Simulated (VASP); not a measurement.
Wanted: the native input for a VASP 6.6.1 run.

| Item | Value |
| --- | --- |
| Task | single point |
| Functional | PBE |
| Potentials or basis | VASP PAW PBE potentials, release 64 (Sb, P) |
| Cutoff | 520 eV |
| k mesh | 12 × 12 × 12 |
| Occupations | gaussian, width 0.1 eV |
| Spin | no spin polarisation |
| Dipole correction | no |
| Further INCAR settings | ALGO = Normal; EDIFF = 1e-06; NBANDS = 14 |

The structure of SbP2 lies in POSCAR:

```
SbP2
1.0
    4.2691266673      0.0000000000      0.0000000000
   -2.1345633337      3.6971721459      0.0000000000
    0.0000000000      0.0000000000      3.6907241911
Sb P
1 2
Direct
    0.0000000000      0.0000000000      0.0000000000
    0.3333333333      0.6666666667      0.5000000000
    0.6666666667      0.3333333333      0.5000000000
```

One way to write it, as run:

INCAR

```
SYSTEM = SbP2
ALGO = Normal
EDIFF = 1E-6
ENCUT = 520
GGA = PE
ISIF = 2
ISMEAR = 0
LASPH = .True.
LCHARG = .False.
LREAL = .False.
LWAVE = .False.
NBANDS = 14
NELM = 100
PREC = Accurate
SIGMA = 0.1
```

KPOINTS

```
k-points
0
Gamma
  12 12 12
  0 0 0
```

Potentials or basis: VASP PAW PBE potentials, release 64 (Sb, P).

Run with:

```sh
$ cat potpaw_PBE.64/Sb/POTCAR potpaw_PBE.64/P/POTCAR > POTCAR
$ mpirun -np 1 vasp_std > vasp.out
```

Results of the run:

The pressure is -0.3 GPa.

Run time: 25 s on 1 thread of Intel(R) Xeon(R) 6975P-C (Granite Rapids), with other jobs on the host, peak memory 0.25 GiB.
